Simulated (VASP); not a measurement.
Input of a VASP 6.6.1 run:

INCAR

```
PREC = Accurate ; ENCUT = 520
EDIFF = 1E-7 ; ISMEAR = 0
SIGMA = 0.01 ; LREAL = F
LASPH = T ; NELM = 100
ALGO = Normal ; ISIF = 2
LWAVE = F ; LCHARG = F
GGA = PS ; NBANDS = 34
```

KPOINTS

```
regular mesh
0
Gamma
  8 8 8
```

POSCAR

```
FeSi
1.0
    4.3800000000      0.0000000000      0.0000000000
    0.0000000000      4.3800000000      0.0000000000
    0.0000000000      0.0000000000      4.3800000000
Fe Si
4 4
Direct
    0.1375128168      0.1375128168      0.1375128168
    0.3624871832      0.8624871832      0.6375128168
    0.6375128168      0.3624871832      0.8624871832
    0.8624871832      0.6375128168      0.3624871832
    0.8412980845      0.8412980845      0.8412980845
    0.6587019155      0.1587019155      0.3412980845
    0.3412980845      0.6587019155      0.1587019155
    0.1587019155      0.3412980845      0.6587019155
```

Potentials or basis: VASP PAW PBE potentials, release 64 (Fe, Si).

The run is started by

```bash
$ cat potpaw_PBE.64/Fe/POTCAR potpaw_PBE.64/Si/POTCAR > POTCAR
$ mpirun -np 1 vasp_std > vasp.out
```

What does it give for the pressure?

4.6 GPa.

Predict the largest force.

0.049 eV/Å.

Estimate the band gap on the k mesh.

0.14 eV (least direct gap 0.16 eV).

Forces in eV/Å, atoms in the order of the input:
```
Fe   0.028  0.028  0.028
Fe  -0.028 -0.028  0.028
Fe   0.028 -0.028 -0.028
Fe  -0.028  0.028 -0.028
Si   0.003  0.003  0.003
Si  -0.003 -0.003  0.003
Si   0.003 -0.003 -0.003
Si  -0.003  0.003 -0.003
```

Caveat: the cell stands under pressure; the PAW data sets were made with another functional, which shifts forces and pressure a little. Spin polarisation is off, so any magnetic state and its effect on volume and gap are missing.
